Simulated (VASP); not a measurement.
# GaSi16 (a cell with a defect) in VASP: single point with LDA

Aim: the single point of GaSi16 (a cell with a defect) with LDA.

Program: VASP 6.6.1. These are calculated values, not measurements. Logs are shortened: lines on timing, memory, paths and dates and some standing lists are left out, and cuts for length are marked.

## (1) The cell of the first run

The cell holds a defect, 17 atoms: a = 7.679 Å, b = 7.679 Å, c = 7.679 Å, α = 60.00°, β = 60.00°, γ = 60.00°.

## (2) Single point, LDA, collinear spin, zero start

INCAR

```
PREC = Accurate
ENCUT = 520
EDIFF = 1E-7
ISMEAR = -1
SIGMA = 0.02
LREAL = Auto
LASPH = True
NELM = 150
ALGO = Normal
ISIF = 2
LWAVE = False
LCHARG = False
ISPIN = 2
MAGMOM = 0 0 0 0 0 0 0 0 0 0 0 0 0 0 0 0 0
LORBIT = 11
NBANDS = 56
```

KPOINTS

```
regular mesh
0
Gamma
  2 2 2
```

POSCAR

```
GaSi16
1.0
    0.0000000000      5.4300000000      5.4300000000
    5.4300000000      0.0000000000      5.4300000000
    5.4300000000      5.4300000000      0.0000000000
Si Ga
16 1
Direct
    0.0180330571      0.0190840700     -0.0562365562
    0.1141533149      0.1151115101      0.1162682320
   -0.0015570902     -0.0009322284      0.4892292818
    0.1432667587      0.1438026703      0.5686794659
   -0.0292937385      0.5104165746      0.0079171271
    0.1146401473      0.6540832413      0.1156672192
   -0.0013048803      0.5129608656      0.4887144567
    0.1120862799      0.6262197974      0.6349404236
    0.5098558011     -0.0289837937      0.0087250460
    0.6535990792      0.1148230203      0.1166804788
    0.5122441068     -0.0010982505      0.4896286372
    0.6257346225      0.1120863720      0.6357333333
    0.5100258748      0.5100921731      0.0084013812
    0.6062552486      0.6061458564      0.1808388582
    0.4810965930      0.4811424494      0.5559371087
    0.6258431860      0.6260301105      0.6353929098
    0.3122111418      0.3124459484      1.0622549724
```

Potentials or basis: VASP PAW LDA potentials, release 64 (Si, Ga_d).

On the command line:

```bash
$ cat potpaw_LDA.64/Si/POTCAR potpaw_LDA.64/Ga_d/POTCAR > POTCAR
$ mpirun -np 1 vasp_std > vasp.out
```

OUTCAR:

```text
PREC = Accurate
   ENCUT = 520
   EDIFF = 1E-7
   ISMEAR = -1
   LREAL = Auto
   LASPH = True
   NELM = 150
   ISIF = 2
   ISPIN = 2
   LORBIT = 11

 ion  position               nearest neighbor table
   1  0.018  0.019  0.944-  10 2.31   2 2.31   6 2.31   4 2.35
   2  0.114  0.115  0.116-   1 2.31   3 2.34  17 2.41   5 2.48   9 2.49
   3  0.998  0.999  0.489-   4 2.33   2 2.34  12 2.34   8 2.34
   4  0.143  0.144  0.569-   3 2.33  11 2.33   7 2.33   1 2.35
   5  0.971  0.510  0.008-  14 2.31   8 2.34  17 2.42   2 2.48   6 2.48
   6  0.115  0.654  0.116-   1 2.31   7 2.34  17 2.41   5 2.48  13 2.48
   7  0.999  0.513  0.489-   4 2.33   6 2.34   8 2.34  16 2.34
   8  0.112  0.626  0.635-  15 2.33   5 2.34   3 2.34   7 2.34
   9  0.510  0.971  0.009-  14 2.31  12 2.34  17 2.41  10 2.48   2 2.49
  10  0.654  0.115  0.117-   1 2.31  11 2.34  17 2.42  13 2.48   9 2.48
  11  0.512  0.999  0.490-   4 2.33  10 2.34  12 2.34  16 2.34
  12  0.626  0.112  0.636-  15 2.33   9 2.34   3 2.34  11 2.34
  13  0.510  0.510  0.008-  14 2.31  16 2.34  17 2.41  10 2.48   6 2.48
  14  0.606  0.606  0.181-   5 2.31  13 2.31   9 2.31  15 2.35
  15  0.481  0.481  0.556-  12 2.33   8 2.33  16 2.33  14 2.35
  16  0.626  0.626  0.635-  15 2.33  13 2.34  11 2.34   7 2.34
  17  0.312  0.312  0.062-   9 2.41   6 2.41   2 2.41  13 2.41  10 2.42   5 2.42

  LATTYP: Found a face centered cubic cell.
 ALAT       =    10.8600000000

  Lattice vectors:

 A1 = (   0.0000000000,   5.4300000000,   5.4300000000)
 A2 = (   5.4300000000,   0.0000000000,   5.4300000000)
 A3 = (   5.4300000000,   5.4300000000,   0.0000000000)

Analysis of symmetry for initial positions (statically):
=====================================================================
 Subroutine PRICEL returns:
 Original cell was already a primitive cell.

 Routine SETGRP: Setting up the symmetry group for a
 face centered cubic supercell.

 Subroutine GETGRP returns: Found  1 space group operations
 (whereof  1 operations were pure point group operations)
 out of a pool of 48 trial point group operations.

The static configuration has the point symmetry C_1 .

Analysis of symmetry for dynamics (positions and initial velocities):
=====================================================================
 Subroutine PRICEL returns:
 Original cell was already a primitive cell.

 Routine SETGRP: Setting up the symmetry group for a
 face centered cubic supercell.

 Subroutine GETGRP returns: Found  1 space group operations
 (whereof  1 operations were pure point group operations)
 out of a pool of 48 trial point group operations.

The dynamic configuration has the point symmetry C_1 .

Analysis of structural, dynamic, and magnetic symmetry:
=====================================================================
 Subroutine PRICEL returns:
 Original cell was already a primitive cell.

[... 170 lines left out ...]
 E-fermi :   6.5970     XC(G=0):  -9.9305

 val. band max:        6.5726584574   @ k =   0.5000   0.0000   0.0000
 cond. band min:       6.6090608372   @ k =   0.0000   0.0000   0.0000
 fundamental gap:      0.0364023798
 Fermi energy:         6.5969511227

 spin component 1

 k-point     1 :       0.0000    0.0000    0.0000
  band No.  band energies     occupation
      1      -8.8933      1.00000
      2      -8.8927      1.00000
      3      -8.7937      1.00000
      4      -8.7120      1.00000
      5      -8.7120      1.00000
      6      -6.1197      1.00000
[... 413 lines left out ...]
     49      10.2188      0.00000
     50      10.3882      0.00000
 Fermi energy:         6.5969511227

 spin component 2

 k-point     1 :       0.0000    0.0000    0.0000
  band No.  band energies     occupation
      1      -8.8933      1.00000
      2      -8.8927      1.00000
      3      -8.7937      1.00000
      4      -8.7120      1.00000
      5      -8.7120      1.00000
      6      -6.1197      1.00000
[... 413 lines left out ...]
     49      10.2188      0.00000
     50      10.3882      0.00000
 [bands above 50 left out]

------------------------ aborting loop because EDIFF is reached ----------------------------------------

  FORCE on cell =-STRESS in cart. coord.  units (eV):
  Direction    XX          YY          ZZ          XY          YZ          ZX
  --------------------------------------------------------------------------------------
  -------------------------------------------------------------------------------------
  Total        4.2205250      4.2567251      4.2382451     -1.7517479      1.8027660      1.6922817
  in kB       21.1177468     21.2988770     21.2064105     -8.7650158      9.0202891      8.4674719
  external PRESSURE =      21.2076781 kB  Pullay stress =       0.0000000 kB

 VOLUME and BASIS-vectors are now :
 -----------------------------------------------------------------------------
  energy-cutoff  :      520.00
  volume of cell :      320.21
      direct lattice vectors                 reciprocal lattice vectors
     0.000000000  5.430000000  5.430000000    -0.092081031  0.092081031  0.092081031
     5.430000000  0.000000000  5.430000000     0.092081031 -0.092081031  0.092081031
     5.430000000  5.430000000  0.000000000     0.092081031  0.092081031 -0.092081031

 POSITION                                       TOTAL-FORCE (eV/Angst)
 -----------------------------------------------------------------------------------
      5.22826      5.22255      0.20155         0.000299      0.010586     -0.007945
      1.25639      1.25119      1.24491        -0.005717     -0.004236      0.009206
      8.08145      8.07806     10.84648        -0.007254     -0.001236     -0.000902
      3.86878      3.86587      1.55879         0.004834     -0.000276      0.002761
      2.81455      5.31393      8.04250         0.001904      0.009311     -0.003046
      4.17975      1.25057      4.17417        -0.001492     -0.005710      0.002510
[... 9 lines left out ...]
      6.84953      6.84851      6.79767         0.001401      0.005897      0.001384
      2.03463      2.03335      3.39189         0.002421     -0.002195      0.003055
 -----------------------------------------------------------------------------------
    total drift:                                0.002178      0.005498     -0.001438

  FREE ENERGIE OF THE ION-ELECTRON SYSTEM (eV)
  ---------------------------------------------------
  free  energy   TOTEN  =       -94.7221550949 eV

  energy  without entropy=      -94.7070674375  energy(sigma->0) =      -94.71461127

 total charge

# of ion       s       p       d       tot
------------------------------------------
    1        0.765   0.961   0.000   1.726
    2        0.767   0.920   0.000   1.687
    3        0.752   0.955   0.000   1.707
    4        0.751   0.956   0.000   1.707
    5        0.767   0.920   0.000   1.687
    6        0.767   0.920   0.000   1.687
[... 9 lines left out ...]
   16        0.752   0.955   0.000   1.707
   17        1.043   0.870  10.045  11.958
--------------------------------------------------
tot         13.189  15.955  10.045  39.189

 magnetization (x)

# of ion       s       p       d       tot
------------------------------------------
    1        0.000   0.000   0.000   0.000
    2        0.000   0.000   0.000   0.000
    3        0.000   0.000   0.000   0.000
    4        0.000   0.000   0.000   0.000
    5        0.000   0.000   0.000   0.000
    6        0.000  -0.000   0.000   0.000
[... 9 lines left out ...]
   16       -0.000  -0.000   0.000  -0.000
   17        0.000   0.000  -0.000   0.000
--------------------------------------------------
tot          0.000   0.000  -0.000   0.000
```

OSZICAR:

```text
N       E                     dE             d eps       ncg     rms          rms(c)
DAV:   1     0.330938165122E+03    0.33094E+03   -0.29333E+04  1792   0.126E+03
DAV:   2    -0.472524715346E+02   -0.37819E+03   -0.34871E+03  2032   0.248E+02
DAV:   3    -0.945715245138E+02   -0.47319E+02   -0.44790E+02  2160   0.903E+01
DAV:   4    -0.968537354733E+02   -0.22822E+01   -0.22428E+01  2264   0.190E+01
DAV:   5    -0.969421415109E+02   -0.88406E-01   -0.88051E-01  2448   0.367E+00    0.146E+01
DAV:   6    -0.953798421315E+02    0.15623E+01   -0.94098E-01  2224   0.471E+00    0.869E+00
DAV:   7    -0.947224435325E+02    0.65740E+00   -0.15867E+00  2096   0.388E+00    0.715E-01
DAV:   8    -0.947219564806E+02    0.48705E-03   -0.14642E-01  2240   0.174E+00    0.378E-01
DAV:   9    -0.947221921018E+02   -0.23562E-03   -0.70954E-03  2816   0.340E-01    0.230E-01
DAV:  10    -0.947221296735E+02    0.62428E-04   -0.89452E-04  2208   0.973E-02    0.122E-01
DAV:  11    -0.947221683542E+02   -0.38681E-04   -0.95479E-05  2568   0.356E-02    0.504E-02
DAV:  12    -0.947221540599E+02    0.14294E-04   -0.41102E-05  2208   0.236E-02    0.161E-02
DAV:  13    -0.947221550016E+02   -0.94166E-06   -0.39274E-06  2416   0.921E-03    0.396E-03
DAV:  14    -0.947221550949E+02   -0.93295E-07   -0.33697E-07  2192   0.236E-03
   1 F= -.94722155E+02 E0= -.94714611E+02  d E =-.150877E-01  mag=     0.0000
```

stdout:

```text
POSCAR found type information on POSCAR SiGa
 POSCAR found :  2 types and      17 ions
 scaLAPACK will be used
 LDA part: xc-table for (Slater(with rela. corr.)+CA(PZ))
 , standard interpolation
 POSCAR, INCAR and KPOINTS ok, starting setup
 FFT: planning ... GRIDC
 FFT: planning ... GRID_SOFT
 FFT: planning ... GRID
 WAVECAR not read
 entering main loop
```

It took 4.5 min on 1 thread of Intel Xeon 6975P-C (Granite Rapids), shared host; peak memory 0.5 GiB.

What came out:

```yaml
Free_energy: -94.7222 eV
Pressure: 2.1 GPa
Largest_force: 0.013 eV/Å
Net_moment: 0.00 μB per cell
Valence_electrons_inside_the_program's_atomic_spheres: Si 1.73, 1.69, 1.71 (each value once); Ga 11.96
```

Forces on the atoms (eV/Å):
```
Si   0.000  0.011 -0.008
Si  -0.006 -0.004  0.009
Si  -0.007 -0.001 -0.001
Si   0.005  0.000  0.003
Si   0.002  0.009 -0.003
Si  -0.001 -0.006  0.003
Si   0.005 -0.003  0.003
Si   0.002 -0.002 -0.008
Si   0.005  0.006 -0.007
Si  -0.004 -0.011  0.003
Si  -0.007  0.001  0.002
Si   0.001  0.003 -0.006
Si   0.002  0.006 -0.003
Si  -0.007 -0.010  0.005
Si   0.005 -0.002  0.004
Si   0.001  0.006  0.001
Ga   0.002 -0.002  0.003
```

Stress tensor (GPa, compression positive):
```
 2.11 -0.88  0.85
-0.88  2.13  0.90
 0.85  0.90  2.12
```

Caveat: the k points lie up to 0.50 Å⁻¹ apart.
